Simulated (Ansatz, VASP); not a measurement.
**One calculation of HfSi4, two programs**

Contents of INCAR:

```
PREC = Accurate ; ENCUT = 520
EDIFF = 1E-7 ; ISMEAR = 0
SIGMA = 0.1 ; LREAL = False
LASPH = True ; NELM = 100
ALGO = Normal ; ISIF = 2
LWAVE = False ; LCHARG = False
GGA = PE ; NBANDS = 21
```

Contents of KPOINTS:

```
Automatic mesh
0
Gamma
  6 6 6
```

Contents of POSCAR:

```
HfSi4
1.0
   -2.1515183200      2.1515183200      4.0679752000
    2.1515183200     -2.1515183200      4.0679752000
    2.1515183200      2.1515183200     -4.0679752000
Hf Si
1 4
Direct
    0.0000000000      0.0000000000      0.0000000000
    0.2450000000      0.2450000000      0.0000000000
    0.7550000000      0.7550000000      0.0000000000
    0.5000000000      0.0000000000      0.5000000000
    0.0000000000      0.5000000000      0.5000000000
```

Input for Ansatz:

```yaml
crystal:
  lattice:
    - [-2.15151832, 2.15151832, 4.0679752]
    - [2.15151832, -2.15151832, 4.0679752]
    - [2.15151832, 2.15151832, -4.0679752]
  atoms:
    - { symbol: Hf, position: [0.0, 0.0, 0.0] }
    - { symbol: Si, position: [0.245, 0.245, 0.0] }
    - { symbol: Si, position: [0.755, 0.755, 0.0] }
    - { symbol: Si, position: [0.5, 0.0, 0.5] }
    - { symbol: Si, position: [0.0, 0.5, 0.5] }
basis:
  ecutwfc: 420
kpoints:
  mp_grid: { grid: [6, 6, 6] }
hamiltonian:
  xc: pbe
scf:
  occupations: { method: gaussian, width: 0.1 }
  lower_state_search: "off"
output:
  forces: true
  stress: true
  eigenvalues: true
```

Change from the starting cell: species swapped into the PbF4 type (I4/mmm, No. 139).

Alike in both runs: task single point; functional PBE; k mesh 6 × 6 × 6; occupations gaussian, width 0.1 eV; no spin polarisation.

```csv
,VASP,Ansatz
version,VASP 6.6.1,Ansatz 0.2.0
potentials or method,"VASP PAW PBE potentials, release 64 (Hf_pv, Si), cutoff 520 eV","scalar-relativistic, plane waves, PAW"
valence electrons in the cell,26,42
```

|  | VASP | Ansatz | Ansatz less VASP |
| --- | --- | --- | --- |
| gap on the k mesh at the Fermi level (eV) | none | none | - |
| rms of the force components (eV/Å) | 3.957 | 3.845 | -0.1121 |

Atom by atom the forces differ by 0.112 eV/Å (rms over components). A gap of «none» marks a metal or a gap that the smearing closes. VASP's potentials hold 26 valence electrons a cell and Ansatz's 42, so a difference there can come from the potentials and not from the codes.

Neither program's run includes spin-orbit coupling.
